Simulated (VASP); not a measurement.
Input of a VASP 6.6.1 run:

File INCAR:

```
SYSTEM = InSb
PREC = Accurate
ENCUT = 520
EDIFF = 1E-8
ISMEAR = -1
SIGMA = 0.05
LREAL = .FALSE.
LASPH = .TRUE.
NELM = 100
ALGO = Normal
ISIF = 2
LWAVE = .FALSE.
LCHARG = .FALSE.
NBANDS = 16
IBRION = 8
NSW = 1
```

Contents of KPOINTS:

```
Automatic mesh
0
G
  10 10 10
  0 0 0
```

POSCAR

```
InSb
1.0
    0.0000000000      3.2034873268      3.2034873268
    3.2034873268      0.0000000000      3.2034873268
    3.2034873268      3.2034873268      0.0000000000
In Sb
1 1
Direct
    0.0000000000      0.0000000000      0.0000000000
    0.7500000000      0.7500000000      0.7500000000
```

Potentials or basis: VASP PAW LDA potentials, release 64 (In_d, Sb).

Command:

```console
$ cat potpaw_LDA.64/In_d/POTCAR potpaw_LDA.64/Sb/POTCAR > POTCAR
$ mpirun -np 1 vasp_std > vasp.out
```

(1) What does it give for the highest phonon frequency at Γ, LO-TO splitting left out?

Answers

(1) 184 cm⁻¹.

Caveat: the cell stands under pressure or tension, which shifts response properties.
